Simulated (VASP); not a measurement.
# Mg5SiSb2 (P4/mmm) in VASP: a series of runs

Runs on Mg5SiSb2. Level: PBE. Tasks: relaxation of cell and atoms.

All numbers are computed with VASP 6.6.1; they aren't measurements. Logs are shortened: lines on timing, memory, paths and dates and some standing lists are left out, and cuts for length are marked.

## Step 1: The cell of the first run

It takes space group P4/mmm (No. 123, tetragonal). Conventional cell: a = 5.445 Å, b = 5.445 Å, c = 6.648 Å, α = 90.00°, β = 90.00°, γ = 90.00°. Mg (site symmetry mmm) has 2 Si at 2.72 Å and 4 Sb at 3.17 Å and 2 Mg at 3.32 Å within 3.6 Å. Mg (site symmetry 4/mmm) has 4 Mg at 2.72 Å and 2 Si at 3.32 Å within 3.6 Å. Within 3.6 Å of Mg (site symmetry mmm) lie 4 Mg at 2.72 to 3.32 Å and 4 Sb at 3.21 Å. Si (site symmetry 4/mmm) has 6 Mg at 2.72 to 3.32 Å within 3.6 Å. Within 4.2 Å of Sb (site symmetry 4mm) lie 8 Mg at 3.17 to 3.21 Å and 2 Sb at 3.25 to 3.39 Å and 4 Si at 4.18 Å.

## Step 2: Relaxation of cell and atoms, PBE

The input, INCAR:

```
PREC     = Accurate       # precision mode
ENCUT    = 600            # plane-wave cutoff, eV
EDIFF    = 1E-6           # SCF threshold, eV
ISMEAR   = 0              # smearing method
SIGMA    = 0.1            # smearing width, eV
LREAL    = False          # projectors in reciprocal space
LASPH    = True           # aspherical terms in the spheres
NELM     = 100            # most SCF steps
ALGO     = Normal         # electronic algorithm
ISIF     = 3              # what is computed and relaxed
LWAVE    = False          # write WAVECAR
LCHARG   = False          # write CHGCAR
GGA      = PE             # functional
IBRION   = 2              # ionic algorithm
NSW      = 90             # ionic steps
EDIFFG   = -0.04          # ionic threshold
```

The input, KPOINTS:

```
Automatic mesh
0
Gamma
  4 4 4
```

The input, POSCAR:

```
Mg5SiSb2
1.0
    5.4448818358      0.0000000000      0.0000000000
    0.0000000000      5.4448818358      0.0000000000
    0.0000000000      0.0000000000      6.6475173685
Mg Si Sb
5 1 2
Direct
    0.0000000000      0.5000000000      0.0000000000
    0.5000000000      0.0000000000      0.0000000000
    0.0000000000      0.0000000000      0.5000000000
    0.0000000000      0.5000000000      0.5000000000
    0.5000000000      0.0000000000      0.5000000000
    0.0000000000      0.0000000000      0.0000000000
    0.5000000000      0.5000000000      0.7552154387
    0.5000000000      0.5000000000      0.2447845613
```

Potentials or basis: VASP PAW PBE potentials, release 64 (Mg, Si, Sb).

Launch:

```
cat potpaw_PBE.64/Mg/POTCAR potpaw_PBE.64/Si/POTCAR potpaw_PBE.64/Sb/POTCAR > POTCAR
mpirun -np 1 vasp_std > vasp.out
```

OUTCAR:

```text
PREC = Accurate
   ENCUT = 600
   EDIFF = 1E-6
   ISMEAR = 0
   LREAL = False
   LASPH = True
   NELM = 100
   ISIF = 3
   GGA = PE
   IBRION = 2
   NSW = 90
   EDIFFG = -0.04

 ion  position               nearest neighbor table
   1  0.000  0.500  0.000-   6 2.72   6 2.72   8 3.17   7 3.17   7 3.17   8 3.17   4 3.32   4 3.32

   2  0.500  0.000  0.000-   6 2.72   6 2.72   8 3.17   7 3.17   8 3.17   7 3.17   5 3.32   5 3.32

   3  0.000  0.000  0.500-   4 2.72   5 2.72   4 2.72   5 2.72   6 3.32   6 3.32
   4  0.000  0.500  0.500-   3 2.72   3 2.72   8 3.21   7 3.21   7 3.21   8 3.21   1 3.32   1 3.32

   5  0.500  0.000  0.500-   3 2.72   3 2.72   8 3.21   7 3.21   8 3.21   7 3.21   2 3.32   2 3.32

   6  0.000  0.000  0.000-   1 2.72   2 2.72   1 2.72   2 2.72   3 3.32   3 3.32
   7  0.500  0.500  0.755-   1 3.17   2 3.17   2 3.17   1 3.17   4 3.21   5 3.21   5 3.21   4 3.21
                             8 3.25   8 3.39
   8  0.500  0.500  0.245-   1 3.17   2 3.17   2 3.17   1 3.17   4 3.21   5 3.21   5 3.21   4 3.21
                             7 3.25   7 3.39

  LATTYP: Found a simple tetragonal cell.
 ALAT       =     5.4448818358
 C/A-ratio  =     1.2208744963

  Lattice vectors:

 A1 = (   5.4448818358,   0.0000000000,   0.0000000000)
 A2 = (   0.0000000000,   5.4448818358,   0.0000000000)
 A3 = (   0.0000000000,   0.0000000000,   6.6475173685)

Analysis of symmetry for initial positions (statically):
=====================================================================
 Subroutine PRICEL returns:
 Original cell was already a primitive cell.

 Routine SETGRP: Setting up the symmetry group for a
 simple tetragonal supercell.

 Subroutine GETGRP returns: Found 16 space group operations
 (whereof 16 operations were pure point group operations)
 out of a pool of 16 trial point group operations.

The static configuration has the point symmetry D_4h.

Analysis of symmetry for dynamics (positions and initial velocities):
=====================================================================
 Subroutine PRICEL returns:
 Original cell was already a primitive cell.

 Routine SETGRP: Setting up the symmetry group for a
 simple tetragonal supercell.

 Subroutine GETGRP returns: Found 16 space group operations
 (whereof 16 operations were pure point group operations)
 out of a pool of 16 trial point group operations.

The dynamic configuration has the point symmetry D_4h.

 Subroutine INISYM returns: Found 16 space group operations
 (whereof 16 operations are pure point group operations),
 and found     1 'primitive' translations

----------------------------------------------------------------------------------------

                                     Primitive cell

  volume of cell :     197.0772

  direct lattice vectors                    reciprocal lattice vectors
     5.444881836  0.000000000  0.000000000     0.183658715  0.000000000  0.000000000
     0.000000000  5.444881836  0.000000000     0.000000000  0.183658715  0.000000000
     0.000000000  0.000000000  6.647517368     0.000000000  0.000000000  0.150432100

  length of vectors
     5.444881836  5.444881836  6.647517368     0.183658715  0.183658715  0.150432100

  position of ions in fractional coordinates (direct lattice)
     0.000000000  0.500000000  0.000000000
     0.500000000  0.000000000  0.000000000
     0.000000000  0.000000000  0.500000000
     0.000000000  0.500000000  0.500000000
     0.500000000  0.000000000  0.500000000
     0.000000000  0.000000000  0.000000000
     0.500000000  0.500000000  0.755215439
     0.500000000  0.500000000  0.244784561

  ion indices of the primitive-cell ions
   primitive index   ion index
                 1           1
                 2           2
                 3           3
                 4           4
                 5           5
                 6           6
                 7           7
                 8           8

----------------------------------------------------------------------------------------

 KPOINTS: Automatic mesh

Automatic generation of k-mesh.
 Grid dimensions read from file:
 generate k-points for:    4    4    4

 Generating k-lattice:

  Cartesian coordinates                     Fractional coordinates (reciprocal lattice)
     0.045914679  0.000000000  0.000000000     0.250000000  0.000000000  0.000000000
     0.000000000  0.045914679  0.000000000     0.000000000  0.250000000  0.000000000
     0.000000000  0.000000000  0.037608025     0.000000000  0.000000000  0.250000000

  Length of vectors
     0.045914679  0.045914679  0.037608025

  Shift w.r.t. Gamma in fractional coordinates (k-lattice)
     0.000000000  0.000000000  0.000000000

 Subroutine IBZKPT returns following result:
 ===========================================

 Found     18 irreducible k-points:

 Following reciprocal coordinates:
            Coordinates               Weight
  0.000000  0.000000  0.000000      1.000000
  0.250000  0.000000  0.000000      4.000000
  0.500000  0.000000  0.000000      2.000000
  0.250000  0.250000  0.000000      4.000000
  0.500000  0.250000  0.000000      4.000000
  0.500000  0.500000  0.000000      1.000000
[... 10 lines left out ...]
  0.500000  0.250000  0.500000      4.000000
  0.500000  0.500000  0.500000      1.000000
   k-points           NKPTS =     18   k-points in BZ     NKDIM =     18   number of bands    NBANDS=     17
   number of dos      NEDOS =    301   number of ions     NIONS =      8
   total plane-waves  NPLWV = 124416
   dimension x,y,z NGX =    48 NGY =   48 NGZ =   54
   dimension x,y,z NGXF=    96 NGYF=   96 NGZF=  108
   ions per type =               5   1   2
   NGX,Y,Z   is equivalent  to a cutoff of  14.66, 14.66, 13.50 a.u.
   NGXF,Y,Z  is equivalent  to a cutoff of  29.31, 29.31, 27.01 a.u.
 SYSTEM =  unknown system
   PREC   = accura    normal or accurate (medium, high low for compatibility)
   ISTART =      0    job   : 0-new  1-cont  2-samecut
   ICHARG =      2    charge: 1-file 2-atom 10-const
   ISPIN  =      1    spin polarized calculation?
   LNONCOLLINEAR =      F non collinear calculations
   LSORBIT =      F    spin-orbit coupling
   LASPH  =      T    aspherical Exc in radial PAW
   ENCUT  =  600.0 eV  44.10 Ry    6.64 a.u.  10.87 10.87 13.28*2*pi/ulx,y,z
   NELM   =    100;   NELMIN=  2; NELMDL= -5     # of ELM steps
   EDIFF  = 0.1E-05   stopping-criterion for ELM
   LREAL  =      F    real-space projection
   EDIFFG = -.4E-01   stopping-criterion for IOM
   NSW    =     90    number of steps for IOM
   IBRION =      2    ionic relax: 0-MD 1-quasi-New 2-CG
   NFREE  =      1    steps in history (QN), initial steepest desc. (CG)
   ISIF   =      3    stress and relaxation
   ISYM   =      2    0-nonsym 1-usesym 2-fastsym
   POTIM  = 0.5000    time-step for ionic-motion
   TEBEG  =    0.0;   TEEND  =   0.0 temperature during run
   PSTRESS=    0.0 pullay stress
   NELECT =      24.0000    total number of electrons
   NUPDOWN=      -1.0000    fix difference up-down
   EMIN   =  10.00;   EMAX   =-10.00  energy-range for DOS
   EFERMI =   0.00;   METHOD = LEGACY
   ISMEAR =     0;   SIGMA  =   0.10  broadening in eV -4-tet -1-fermi 0-gaus
   EFERMI_NEDOS =   21; number of points for ismear=-14 and -15
   IALGO  =     38    algorithm
   IMIX   =      4    mixing-type and parameters
     AMIX     =   0.40;   BMIX     =  1.00
     AMIX_MAG =   1.60;   BMIX_MAG =  1.00
  volume/ion in A,a.u.               =      24.63       166.24
  Fermi-wavevector in a.u.,A,eV,Ry     =   0.811459  1.533435  8.958964  0.658465
  Thomas-Fermi vector in A             =   1.920822
   LORBIT       =      0    0 simple, 1 ext, 2 COOP (PROOUT), +10 PAW based schemes
   GGA     = PE    functional components
   LHFCALC =     F    Hartree Fock is set to
   AEXX    =    0.0000 exact exchange contribution
   IVDW    =     0    specifies the selected vdW correction
   LEPSILON=     F    determine dielectric tensor
   LRPA    =     F    only Hartree local field effects (RPA)
 conjugate gradient relaxation of ions
 non-spin polarized calculation
 Gauss-broadening in eV      SIGMA  =   0.10
  energy-cutoff  :      600.00
  volume of cell :      197.08
 maximum number of plane-waves:      6624
 NGX is ok and might be reduce to    48
   NGX = 21   NGY = 21   NGZ = 27

--------------------------------------- Ionic step        1  -------------------------------------------

 number of electron      24.0000000 magnetization

 Free energy of the ion-electron system (eV)
  ---------------------------------------------------
  ext. energy  EPLUGINS =         0.00000000
  ---------------------------------------------------
  free energy    TOTEN  =       -19.58953959 eV

  energy without entropy =      -19.57068393  energy(sigma->0) =      -19.58011176

------------------------ aborting loop because EDIFF is reached ----------------------------------------

  FORCE on cell =-STRESS in cart. coord.  units (eV):
  Direction    XX          YY          ZZ          XY          YZ          ZX
  --------------------------------------------------------------------------------------
  -------------------------------------------------------------------------------------
  Total        1.4207201      1.4207201     -2.8750563      0.0000000     -0.0000000     -0.0000000
  in kB       11.5500190     11.5500190    -23.3733268      0.0000000     -0.0000000     -0.0000000
  external PRESSURE =      -0.0910963 kB  Pullay stress =       0.0000000 kB
[... 195 lines left out ...]
  energy  without entropy=      -19.6419484711  energy(sigma->0) =      -19.65857829

--------------------------------------- Ionic step        6  -------------------------------------------

 number of electron      23.9999999 magnetization

 Free energy of the ion-electron system (eV)
  ---------------------------------------------------
  ext. energy  EPLUGINS =         0.00000000
  ---------------------------------------------------
  free energy    TOTEN  =       -19.67618296 eV

  energy without entropy =      -19.64326490  energy(sigma->0) =      -19.65972393

 E-fermi :   4.1962     XC(G=0):  -8.9549

 val. band max:        4.1692563015   @ k =   0.5000   0.2500   0.5000
 cond. band min:       4.2083885040   @ k =   0.2500   0.2500   0.2500
 fundamental gap:      0.0391322025
 Fermi energy:         4.1962468795

 k-point     1 :       0.0000    0.0000    0.0000
  band No.  band energies     occupation
      1      -6.3301      2.00000
      2      -3.6575      2.00000
      3      -2.8158      2.00000
      4      -0.7307      2.00000
      5       0.5960      2.00000
      6       0.5960      2.00000
[... 9 lines left out ...]
     16       5.5126      0.00000
     17       5.9328      0.00000
[... 373 lines left out ...]
  FREE ENERGIE OF THE ION-ELECTRON SYSTEM (eV)
  ---------------------------------------------------
  free  energy   TOTEN  =       -19.6761829649 eV

  energy  without entropy=      -19.6432648975  energy(sigma->0) =      -19.65972393

 reached required accuracy - stopping structural energy minimisation
```

Run time: 4.1 min. Hardware: 1 thread of Intel Xeon Platinum 8488C (Sapphire Rapids), shared host; peak memory 0.41 GiB.

Results:

```
Free energy                            : -19.6762 eV
Relaxed volume                         : 24.42 Å³/atom
Relaxed cell                           : a = 5.534 Å, b = 5.534 Å, c = 6.379 Å, α = 90.00°, β = 90.00°, γ = 90.00°
Space group after relaxing (to 0.05 Å) : P4/mmm (No. 123)
Energy gained by relaxing              : 10.8 meV/atom
Ionic steps                            : 6
Pressure after relaxing                : 0.1 GPa
Largest force after relaxing           : 0.037 eV/Å
Band gap on the k mesh                 : zero (band 12 reaches 4.83 eV, above the bottom of band 13 at 3.44 eV)
```

Forces on the atoms (eV/Å):
```
Mg   0.000  0.000  0.000
Mg   0.000  0.000  0.000
Mg   0.000  0.000  0.000
Mg   0.000  0.000  0.000
Mg   0.000  0.000  0.000
Si   0.000  0.000  0.000
Sb   0.000  0.000 -0.037
Sb   0.000  0.000  0.037
```

Step by step:
```tsv
step	energy change (eV)	largest force (eV/Å)	pressure (GPa)	volume (Å³)
1	0.0000	0.1603	-0.01	197.08
2	-0.0586	0.1284	-0.16	196.99
3	-0.0834	0.1090	-0.21	196.77
4	-0.0854	0.0823	0.02	195.64
5	-0.0857	0.0691	0.12	195.11
6	-0.0866	0.0370	0.06	195.40
```

Final structure:
```xyz
8
Lattice="5.5345 0.0000 0.0000 0.0000 5.5345 0.0000 0.0000 0.0000 6.3792" Properties=species:S:1:pos:R:3 pbc="T T T"
Mg    0.0000    2.7672    0.0000
Mg    2.7672    0.0000    0.0000
Mg    0.0000    0.0000    3.1896
Mg    0.0000    2.7672    3.1896
Mg    2.7672    0.0000    3.1896
Si    0.0000    0.0000    0.0000
Sb    2.7672    2.7672    4.7838
Sb    2.7672    2.7672    1.5954
```

Caveat: spin-orbit coupling is left out, which moves the levels of the heavy elements.

## Step 3: Relaxation of cell and atoms, PBE

This run uses another cell than the first one, of 24.57 Å³/atom, 0.997 times its volume.

The input, INCAR:

```
ALGO = Fast
EDIFF = 1E-6
EDIFFG = -0.01
ENCUT = 600
GGA = PE
IBRION = 2
ISIF = 3
ISMEAR = 0
LASPH = T
LCHARG = F
LREAL = F
LWAVE = F
NELM = 60
NSW = 100
PREC = Accurate
SIGMA = 0.1
```

The input, KPOINTS:

```
k-points
0
Gamma
  8 8 6
```

The input, POSCAR:

```
Mg5SiSb2
1.0
    5.5417651574      0.0000000000      0.0000000000
    0.0000000000      5.5417651574      0.0000000000
    0.0000000000      0.0000000000      6.3989891803
Mg Si Sb
5 1 2
Direct
    0.0000000000      0.5000000000      0.0000000000
    0.5000000000      0.0000000000      0.0000000000
    0.0000000000      0.0000000000      0.5000000000
    0.0000000000      0.5000000000      0.5000000000
    0.5000000000      0.0000000000      0.5000000000
    0.0000000000      0.0000000000      0.0000000000
    0.5000000000      0.5000000000      0.7485556148
    0.5000000000      0.5000000000      0.2514443852
```

Potentials or basis: VASP PAW PBE potentials, release 64 (Mg, Si, Sb).

Launch:

```
cat potpaw_PBE.64/Mg/POTCAR potpaw_PBE.64/Si/POTCAR potpaw_PBE.64/Sb/POTCAR > POTCAR
mpirun -np 1 vasp_std > vasp.out
```

It took 12 min on 1 thread of Intel Xeon Platinum 8488C (Sapphire Rapids), shared host; peak memory 0.58 GiB.

It converged, with:

- Free energy: -19.7880 eV
- Relaxed volume: 24.38 Å³/atom
- Relaxed cell: a = 5.605 Å, b = 5.605 Å, c = 6.208 Å, α = 90.00°, β = 90.00°, γ = 90.00°
- Space group after relaxing (to 0.05 Å): P4/mmm (No. 123)
- Energy gained by relaxing: 7.2 meV/atom
- Ionic steps: 7
- Pressure after relaxing: 0.0 GPa
- Largest force after relaxing: 0.006 eV/Å
- Band gap on the k mesh: zero (band 12 reaches 5.04 eV, above the bottom of band 13 at 3.63 eV)

Forces in eV/Å, atoms in the order of the input:
```
Mg   0.000  0.000  0.000
Mg   0.000  0.000  0.000
Mg   0.000  0.000  0.000
Mg   0.000  0.000  0.000
Mg   0.000  0.000  0.000
Si   0.000  0.000  0.000
Sb   0.000  0.000  0.006
Sb   0.000  0.000 -0.006
```

The path:
```csv
step,energy change (eV),largest force (eV/Å),pressure (GPa),volume (Å³)
1,0.0000,0.1016,-0.27,196.52
2,-0.0468,0.0053,-0.09,195.32
3,-0.0565,0.0702,0.09,194.52
4,-0.0565,0.0747,0.10,194.48
5,-0.0572,0.0439,0.00,194.96
6,-0.0573,0.0255,-0.06,195.26
7,-0.0574,0.0060,-0.02,195.02
```

Final structure:
```cif
data_structure
_symmetry_space_group_name_H-M 'P 1'
_symmetry_Int_Tables_number 1
_cell_length_a 5.6049
_cell_length_b 5.6049
_cell_length_c 6.2077
_cell_angle_alpha 90.000
_cell_angle_beta 90.000
_cell_angle_gamma 90.000
_cell_volume 195.02
loop_
_atom_site_label
_atom_site_type_symbol
_atom_site_fract_x
_atom_site_fract_y
_atom_site_fract_z
_atom_site_occupancy
Mg1 Mg 0.00000 0.50000 0.00000 1
Mg2 Mg 0.50000 0.00000 0.00000 1
Mg3 Mg 0.00000 0.00000 0.50000 1
Mg4 Mg 0.00000 0.50000 0.50000 1
Mg5 Mg 0.50000 0.00000 0.50000 1
Si1 Si 0.00000 0.00000 0.00000 1
Sb1 Sb 0.50000 0.50000 0.74870 1
Sb2 Sb 0.50000 0.50000 0.25130 1
```

Levels at points of the mesh, in eV from the Fermi level:
```csv
k point,band 9,band 10,band 11,band 12,band 13,band 14,band 15,band 16
"(0.00, 0.00, 0.00)",-1.61,-0.61,-0.61,-0.55,-0.55,0.94,0.94,1.24
"(0.50, 0.00, 0.00)",-1.79,-1.76,-0.41,0.24,0.29,0.96,1.09,1.97
"(0.50, 0.50, 0.00)",-1.98,-1.47,-1.21,-1.21,0.95,0.95,3.17,3.94
"(0.00, 0.00, 0.50)",-1.15,-1.03,-0.97,-0.81,0.04,0.04,0.96,1.48
"(0.50, 0.00, 0.50)",-1.89,-1.42,-1.20,-0.65,-0.58,-0.12,1.31,2.55
"(0.50, 0.50, 0.50)",-0.58,-0.49,0.64,0.64,1.56,2.06,2.06,3.01
```

Caveat: spin-orbit coupling is left out, which moves the levels of the heavy elements.
